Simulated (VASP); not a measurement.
# Nb (Im-3m) in VASP: notebook

The runs below take Nb through single point, relaxation of cell and atoms, with PBEsol.

All numbers are computed with VASP 6.6.1; they aren't measurements. Logs are shortened: lines on timing, memory, paths and dates and some standing lists are left out, and cuts for length are marked.

## Step 1: The cell of the first run

The structure is cubic, space group Im-3m (No. 229). The conventional cell has a = 3.318 Å, b = 3.318 Å, c = 3.318 Å, α = 90.00°, β = 90.00°, γ = 90.00°. Within 3.8 Å of Nb (site symmetry m-3m) lie 14 Nb at 2.87 to 3.32 Å.

## Step 2: Single point, PBEsol

INCAR reads:

```
ALGO = Normal
EDIFF = 1E-6
ENCUT = 520
GGA = PS
ISIF = 2
ISMEAR = 0
LASPH = True
LCHARG = True
LELF = True
LREAL = False
LVHAR = True
LWAVE = False
NBANDS = 12
NELM = 60
PREC = Accurate
SIGMA = 0.1
```

KPOINTS reads:

```
k-points
0
Gamma
  8 8 8
```

POSCAR reads:

```
Nb
1.0
   -1.6588161896      1.6588161896      1.6588161896
    1.6588161896     -1.6588161896      1.6588161896
    1.6588161896      1.6588161896     -1.6588161896
Nb
1
Direct
    0.0000000000      0.0000000000      0.0000000000
```

Potentials or basis: VASP PAW PBE potentials, release 64 (Nb_sv).

Command:

```bash
> cat potpaw_PBE.64/Nb_sv/POTCAR > POTCAR
> mpirun -np 1 vasp_std > vasp.out
```

OUTCAR:

```text
EDIFF = 1E-6
   ENCUT = 520
   GGA = PS
   ISIF = 2
   ISMEAR = 0
   LASPH = True
   LREAL = False
   NELM = 60
   PREC = Accurate

 ion  position               nearest neighbor table
   1  0.000  0.000  0.000-

  LATTYP: Found a body centered cubic cell.
 ALAT       =     3.3176323792

  Lattice vectors:

 A1 = (  -1.6588161896,   1.6588161896,   1.6588161896)
 A2 = (   1.6588161896,  -1.6588161896,   1.6588161896)
 A3 = (   1.6588161896,   1.6588161896,  -1.6588161896)

Analysis of symmetry for initial positions (statically):
=====================================================================
 Subroutine PRICEL returns:
 Original cell was already a primitive cell.

 Routine SETGRP: Setting up the symmetry group for a
 body centered cubic supercell.

 Subroutine GETGRP returns: Found 48 space group operations
 (whereof 48 operations were pure point group operations)
 out of a pool of 48 trial point group operations.

The static configuration has the point symmetry O_h .

Analysis of symmetry for dynamics (positions and initial velocities):
=====================================================================
 Subroutine PRICEL returns:
 Original cell was already a primitive cell.

 Routine SETGRP: Setting up the symmetry group for a
 body centered cubic supercell.

 Subroutine GETGRP returns: Found 48 space group operations
 (whereof 48 operations were pure point group operations)
 out of a pool of 48 trial point group operations.

The dynamic configuration has the point symmetry O_h .

 Subroutine INISYM returns: Found 48 space group operations
 (whereof 48 operations are pure point group operations),
 and found     1 'primitive' translations

----------------------------------------------------------------------------------------

                                     Primitive cell

  volume of cell :      18.2581

  direct lattice vectors                    reciprocal lattice vectors
    -1.658816190  1.658816190  1.658816190     0.000000000  0.301419773  0.301419773
     1.658816190 -1.658816190  1.658816190     0.301419773  0.000000000  0.301419773
     1.658816190  1.658816190 -1.658816190     0.301419773  0.301419773  0.000000000

  length of vectors
     2.873153921  2.873153921  2.873153921     0.426271932  0.426271932  0.426271932

  position of ions in fractional coordinates (direct lattice)
     0.000000000  0.000000000  0.000000000

  ion indices of the primitive-cell ions
   primitive index   ion index
                 1           1

----------------------------------------------------------------------------------------

 KPOINTS: k-points

Automatic generation of k-mesh.
 Grid dimensions read from file:
 generate k-points for:    8    8    8

 Generating k-lattice:

  Cartesian coordinates                     Fractional coordinates (reciprocal lattice)
     0.000000000  0.037677472  0.037677472     0.125000000  0.000000000  0.000000000
     0.037677472  0.000000000  0.037677472     0.000000000  0.125000000  0.000000000
     0.037677472  0.037677472  0.000000000     0.000000000  0.000000000  0.125000000

  Length of vectors
     0.053283991  0.053283991  0.053283991

  Shift w.r.t. Gamma in fractional coordinates (k-lattice)
     0.000000000  0.000000000  0.000000000

 Subroutine IBZKPT returns following result:
 ===========================================

 Found     29 irreducible k-points:

 Following reciprocal coordinates:
            Coordinates               Weight
  0.000000  0.000000  0.000000      1.000000
  0.125000  0.000000  0.000000     12.000000
  0.250000  0.000000  0.000000     12.000000
  0.375000  0.000000  0.000000     12.000000
  0.500000  0.000000  0.000000      6.000000
  0.125000  0.125000  0.000000     24.000000
[... 16 lines left out ...]
 -0.250000  0.250000  0.250000      6.000000
 -0.375000  0.375000  0.250000     24.000000
 [... further k-points ...]
   k-points           NKPTS =     29   k-points in BZ     NKDIM =     29   number of bands    NBANDS=     12
   number of dos      NEDOS =    301   number of ions     NIONS =      1
   total plane-waves  NPLWV =  13824
   dimension x,y,z NGX =    24 NGY =   24 NGZ =   24
   dimension x,y,z NGXF=    48 NGYF=   48 NGZF=   48
   ions per type =               1
   NGX,Y,Z   is equivalent  to a cutoff of  13.89, 13.89, 13.89 a.u.
   NGXF,Y,Z  is equivalent  to a cutoff of  27.77, 27.77, 27.77 a.u.
 SYSTEM =  unknown system
   PREC   = accura    normal or accurate (medium, high low for compatibility)
   ISTART =      0    job   : 0-new  1-cont  2-samecut
   ICHARG =      2    charge: 1-file 2-atom 10-const
   ISPIN  =      1    spin polarized calculation?
   LNONCOLLINEAR =      F non collinear calculations
   LSORBIT =      F    spin-orbit coupling
   LASPH  =      T    aspherical Exc in radial PAW
   ENCUT  =  520.0 eV  38.22 Ry    6.18 a.u.   5.34  5.34  5.34*2*pi/ulx,y,z
   NELM   =     60;   NELMIN=  2; NELMDL= -5     # of ELM steps
   EDIFF  = 0.1E-05   stopping-criterion for ELM
   LREAL  =      F    real-space projection
   EDIFFG = 0.1E-04   stopping-criterion for IOM
   NSW    =      0    number of steps for IOM
   IBRION =     -1    ionic relax: 0-MD 1-quasi-New 2-CG
   NFREE  =      0    steps in history (QN), initial steepest desc. (CG)
   ISIF   =      2    stress and relaxation
   ISYM   =      2    0-nonsym 1-usesym 2-fastsym
   POTIM  = 0.5000    time-step for ionic-motion
   TEBEG  =    0.0;   TEEND  =   0.0 temperature during run
   PSTRESS=    0.0 pullay stress
   NELECT =      13.0000    total number of electrons
   NUPDOWN=      -1.0000    fix difference up-down
   EMIN   =  10.00;   EMAX   =-10.00  energy-range for DOS
   EFERMI =   0.00;   METHOD = LEGACY
   ISMEAR =     0;   SIGMA  =   0.10  broadening in eV -4-tet -1-fermi 0-gaus
   EFERMI_NEDOS =   21; number of points for ismear=-14 and -15
   IALGO  =     38    algorithm
   IMIX   =      4    mixing-type and parameters
     AMIX     =   0.40;   BMIX     =  1.00
     AMIX_MAG =   1.60;   BMIX_MAG =  1.00
  volume/ion in A,a.u.               =      18.26       123.21
  Fermi-wavevector in a.u.,A,eV,Ry     =   1.461855  2.762506 29.075930  2.137021
  Thomas-Fermi vector in A             =   2.578137
   LORBIT       =      0    0 simple, 1 ext, 2 COOP (PROOUT), +10 PAW based schemes
   GGA     = PS    functional components
   LHFCALC =     F    Hartree Fock is set to
   AEXX    =    0.0000 exact exchange contribution
   IVDW    =     0    specifies the selected vdW correction
   LEPSILON=     F    determine dielectric tensor
   LRPA    =     F    only Hartree local field effects (RPA)
 non-spin polarized calculation
 Gauss-broadening in eV      SIGMA  =   0.10
  energy-cutoff  :      520.00
  volume of cell :       18.26
 maximum number of plane-waves:       531
 NGX is ok and might be reduce to    24
   NGX = 11   NGY = 11   NGZ = 11

 number of electron      12.9999999 magnetization

 Free energy of the ion-electron system (eV)
  ---------------------------------------------------
  ext. energy  EPLUGINS =         0.00000000
  ---------------------------------------------------
  free energy    TOTEN  =       -10.96500044 eV

  energy without entropy =      -10.95839396  energy(sigma->0) =      -10.96169720

 E-fermi :  10.7126     XC(G=0): -12.5627

 val. band max:       10.6520571330   @ k =  -0.2500   0.2500   0.1250
 cond. band min:      10.7403880094   @ k =   0.2500   0.0000   0.0000
 fundamental gap:      0.0883308764
 Fermi energy:        10.7126214270

 k-point     1 :       0.0000    0.0000    0.0000
  band No.  band energies     occupation
      1     -43.4605      2.00000
      2     -18.8027      2.00000
      3     -18.8027      2.00000
      4     -18.8027      2.00000
      5       4.9062      2.00000
      6      11.2082      0.00000
      7      11.2082      0.00000
      8      11.2082      0.00000
      9      14.0755      0.00000
     10      14.0755      0.00000
     11      25.0310      0.00000
     12      25.0310      0.00000

 k-point     2 :       0.1250    0.0000    0.0000
  band No.  band energies     occupation
      1     -43.4268      2.00000
      2     -19.0075      2.00000
      3     -18.8653      2.00000
      4     -18.8043      2.00000
      5       5.5179      2.00000
      6      10.8454      0.06039
      7      11.0828      0.00000
      8      11.8098      0.00000
      9      13.6325      0.00000
     10      14.0872      0.00000
     11      25.4586      0.00000
     12      26.1016      0.00000

 k-point     3 :       0.2500    0.0000    0.0000
  band No.  band energies     occupation
      1     -43.3447      2.00000
      2     -19.4822      2.00000
      3     -19.0136      2.00000
      4     -18.8084      2.00000
      5       6.8384      2.00000
      6      10.0907      2.00000
      7      10.7404      0.69456
      8      13.4929      0.00000
      9      13.5680      0.00000
     10      14.2262      0.00000
     11      25.1395      0.00000
     12      26.6405      0.00000

 k-point     4 :       0.3750    0.0000    0.0000
  band No.  band energies     occupation
      1     -43.2612      2.00000
      2     -19.9324      2.00000
      3     -19.1580      2.00000
      4     -18.8127      2.00000
      5       7.2891      2.00000
      6       9.4552      2.00000
      7      11.7691      0.00000
      8      14.0322      0.00000
      9      14.5553      0.00000
     10      15.7774      0.00000
     11      23.3165      0.00000
     12      24.1343      0.00000

 k-point     5 :       0.5000    0.0000    0.0000
  band No.  band energies     occupation
      1     -43.2262      2.00000
      2     -20.1126      2.00000
      3     -19.2167      2.00000
      4     -18.8145      2.00000
      5       7.1640      2.00000
      6       9.2174      2.00000
      7      13.0673      0.00000
      8      14.0974      0.00000
      9      14.7713      0.00000
     10      17.1368      0.00000
     11      22.4251      0.00000
     12      22.6673      0.00000

 k-point     6 :       0.1250    0.1250    0.0000
  band No.  band energies     occupation
      1     -43.3689      2.00000
      2     -19.3323      2.00000
      3     -18.9408      2.00000
      4     -18.8521      2.00000
      5       6.5548      2.00000
      6      10.4549      1.99973
      7      10.5008      1.99727
      8      13.0972      0.00000
      9      13.2235      0.00000
     10      14.3653      0.00000
     11      26.2260      0.00000
     12      26.5410      0.00000

 k-point     7 :       0.2500    0.1250    0.0000
  band No.  band energies     occupation
      1     -43.2858      2.00000
      2     -19.7407      2.00000
      3     -19.1230      2.00000
      4     -18.8746      2.00000
      5       7.6646      2.00000
      6       9.7532      2.00000
      7      10.4832      1.99882
      8      13.4555      0.00000
      9      14.6789      0.00000
     10      15.3481      0.00000
     11      24.4703      0.00000
     12      25.6605      0.00000

 k-point     8 :       0.3750    0.1250    0.0000
  band No.  band energies     occupation
      1     -43.2263      2.00000
      2     -20.0119      2.00000
      3     -19.2645      2.00000
      4     -18.8823      2.00000
      5       7.6387      2.00000
      6       9.3756      2.00000
      7      11.7139      0.00000
      8      13.9273      0.00000
      9      15.0141      0.00000
     10      17.5735      0.00000
     11      22.5752      0.00000
     12      23.5182      0.00000
[... 166 lines left out ...]
 k-point    20 :      -0.3750    0.5000    0.1250
  band No.  band energies     occupation
      1     -43.1857      2.00000
      2     -19.9179      2.00000
      3     -19.4489      2.00000
      4     -19.0411      2.00000
      5       8.3839      2.00000
      6       9.6854      2.00000
      7      10.4398      1.99989
      8      13.1463      0.00000
      9      15.5022      0.00000
     10      18.4503      0.00000
     11      22.3958      0.00000
     12      24.8514      0.00000

 k-point    21 :      -0.3750   -0.3750    0.1250
  band No.  band energies     occupation
      1     -43.1648      2.00000
      2     -19.7480      2.00000
      3     -19.7480      2.00000
      4     -19.0524      2.00000
      5       9.2777      2.00000
      6       9.2777      2.00000
      7       9.5905      2.00000
      8      14.5944      0.00000
      9      14.5944      0.00000
     10      21.1110      0.00000
     11      21.8881      0.00000
     12      21.8881      0.00000

 k-point    22 :       0.2500    0.2500    0.2500
  band No.  band energies     occupation
      1     -43.2079      2.00000
      2     -19.4672      2.00000
      3     -19.4672      2.00000
      4     -19.4672      2.00000
      5       9.7582      2.00000
      6       9.7582      2.00000
      7       9.7582      2.00000
      8      14.9015      0.00000
      9      14.9015      0.00000
     10      20.0313      0.00000
     11      22.6437      0.00000
     12      22.6437      0.00000

 k-point    23 :      -0.2500    0.2500    0.2500
  band No.  band energies     occupation
      1     -43.2456      2.00000
      2     -19.5087      2.00000
      3     -19.2436      2.00000
      4     -19.2436      2.00000
      5       8.3268      2.00000
      6       9.7987      2.00000
      7      11.7970      0.00000
      8      11.7970      0.00000
      9      13.3321      0.00000
     10      15.4849      0.00000
     11      25.3729      0.00000
     12      28.8113      0.00000

 k-point    24 :      -0.3750    0.3750    0.2500
  band No.  band energies     occupation
      1     -43.1745      2.00000
      2     -19.7751      2.00000
      3     -19.4005      2.00000
      4     -19.2837      2.00000
      5       8.4979      2.00000
      6       9.0075      2.00000
      7      11.7975      0.00000
      8      12.5375      0.00000
      9      15.2615      0.00000
     10      16.5514      0.00000
     11      24.4514      0.00000
     12      26.2789      0.00000

 [... further k-points ...]
[... 5 lines left out ...]
  --------------------------------------------------------------------------------------
  -------------------------------------------------------------------------------------
  Total       -0.7908849     -0.7908849     -0.7908849      0.0000000     -0.0000000      0.0000000
  in kB      -69.4015368    -69.4015368    -69.4015368      0.0000000     -0.0000000      0.0000000
  external PRESSURE =     -69.4015368 kB  Pullay stress =       0.0000000 kB

 VOLUME and BASIS-vectors are now :
 -----------------------------------------------------------------------------
  energy-cutoff  :      520.00
  volume of cell :       18.26
      direct lattice vectors                 reciprocal lattice vectors
    -1.658816190  1.658816190  1.658816190     0.000000000  0.301419773  0.301419773
     1.658816190 -1.658816190  1.658816190     0.301419773  0.000000000  0.301419773
     1.658816190  1.658816190 -1.658816190     0.301419773  0.301419773  0.000000000

 POSITION                                       TOTAL-FORCE (eV/Angst)
 -----------------------------------------------------------------------------------
      0.00000      0.00000      0.00000         0.000000     -0.000000      0.000000
 -----------------------------------------------------------------------------------
    total drift:                               -0.000000     -0.000000      0.000000

  FREE ENERGIE OF THE ION-ELECTRON SYSTEM (eV)
  ---------------------------------------------------
  free  energy   TOTEN  =       -10.9650004448 eV

  energy  without entropy=      -10.9583939563  energy(sigma->0) =      -10.96169720
```

Run time: 19 s. Hardware: 1 thread of AMD EPYC 7R13, shared host; peak memory 0.11 GiB.

Results:

| Quantity | Value |
| --- | --- |
| Free energy | -10.9650 eV |
| Pressure | -6.9 GPa |

Caveat: the PAW data sets were made with another functional, which shifts forces and pressure a little.

## Step 3: Single point, PBEsol

This run uses another cell than the first one, of 17.52 Å³/atom, 0.959 times its volume.

INCAR reads:

```
ALGO = Normal ; EDIFF = 1E-6
ENCUT = 520 ; GGA = PS
ISIF = 2 ; ISMEAR = 0
LASPH = T ; LCHARG = F
LREAL = F ; LWAVE = F
NBANDS = 12 ; NELM = 60
PREC = Accurate ; SIGMA = 0.1
```

KPOINTS reads:

```
k-points
0
Gamma
  18 18 18
```

POSCAR reads:

```
Nb
1.0
   -1.6360727347      1.6360727347      1.6360727347
    1.6360727347     -1.6360727347      1.6360727347
    1.6360727347      1.6360727347     -1.6360727347
Nb
1
Direct
    0.0000000000      0.0000000000      0.0000000000
```

Potentials or basis: VASP PAW PBE potentials, release 64 (Nb_sv).

Command:

```bash
> cat potpaw_PBE.64/Nb_sv/POTCAR > POTCAR
> mpirun -np 1 vasp_std > vasp.out
```

It took 70 s on 1 thread of AMD EPYC 7R13, shared host; peak memory 0.14 GiB.

Results (log left out):

| Item | Value |
| --- | --- |
| Free energy | -10.9556 eV |
| Pressure | -0.3 GPa |

Levels at points of the mesh, in eV from the Fermi level:
```
           k point  band 3  band 4  band 5  band 6  band 7  band 8  band 9  band 10
(0.00, 0.00, 0.00)  -29.47  -29.47   -6.01    0.37    0.37    0.37    3.38     3.38
(0.50, 0.00, 0.00)  -29.94  -29.49   -3.84   -1.73    2.44    3.43    4.14     6.66
(0.50, 0.50, 0.50)  -30.49  -30.49   -3.89   -3.89    5.85    5.85    5.85     9.30
```

Caveat: the PAW data sets were made with another functional, which shifts forces and pressure a little.

## Step 4: Relaxation of cell and atoms, PBEsol

INCAR reads:

```
PREC = Accurate ; ENCUT = 600
EDIFF = 1E-6 ; ISMEAR = 0
SIGMA = 0.1 ; LREAL = False
LASPH = True ; NELM = 100
ALGO = Normal ; ISIF = 3
LWAVE = False ; LCHARG = False
GGA = PS ; IBRION = 2
NSW = 100 ; EDIFFG = -0.005
```

KPOINTS reads:

```
Automatic mesh
0
Gamma
  18 18 18
```

POSCAR reads:

```
Nb
1.0
   -1.6588161896      1.6588161896      1.6588161896
    1.6588161896     -1.6588161896      1.6588161896
    1.6588161896      1.6588161896     -1.6588161896
Nb
1
Direct
    0.0000000000      0.0000000000      0.0000000000
```

Command:

```bash
> cat potpaw_PBE.64/Nb_sv/POTCAR > POTCAR
> mpirun -np 1 vasp_std > vasp.out
```

Wall time 3.4 min (1 thread of AMD EPYC 7R13, shared host); peak memory 0.15 GiB.

The run converged. Its results:

- Free energy: -10.9562 eV
- Relaxed volume: 17.50 Å³/atom
- Relaxed cell: a = 2.833 Å, b = 2.833 Å, c = 2.833 Å, α = 109.47°, β = 109.47°, γ = 109.47°
- Space group after relaxing (to 0.05 Å): Im-3m (No. 229)
- Energy gained by relaxing: 17.4 meV/atom
- Ionic steps: 4
- Pressure after relaxing: 0.0 GPa

Step by step:
```tsv
step	energy change (eV)	largest force (eV/Å)	pressure (GPa)	volume (Å³)
1	0.0000	0.0000	-7.12	18.26
2	0.0436	0.0000	15.91	16.20
3	-0.0174	0.0000	-0.20	17.52
4	-0.0174	0.0000	-0.01	17.50
```

Final structure:
```cif
data_structure
_symmetry_space_group_name_H-M 'P 1'
_symmetry_Int_Tables_number 1
_cell_length_a 2.8328
_cell_length_b 2.8328
_cell_length_c 2.8328
_cell_angle_alpha 109.471
_cell_angle_beta 109.471
_cell_angle_gamma 109.471
_cell_volume 17.50
loop_
_atom_site_label
_atom_site_type_symbol
_atom_site_fract_x
_atom_site_fract_y
_atom_site_fract_z
_atom_site_occupancy
Nb1 Nb 0.00000 0.00000 0.00000 1
```

Levels at points of the mesh, in eV from the Fermi level:
```csv
k point,band 4,band 5,band 6,band 7,band 8,band 9
"(0.00, 0.00, 0.00)",-29.47,-6.01,0.37,0.37,0.37,3.38
"(0.50, 0.00, 0.00)",-29.49,-3.85,-1.74,2.44,3.43,4.14
"(0.50, 0.50, 0.50)",-30.49,-3.89,-3.89,5.85,5.85,5.85
```

Caveat: the PAW data sets were made with another functional, which shifts forces and pressure a little.

(Part 1 of 2 ends here.)
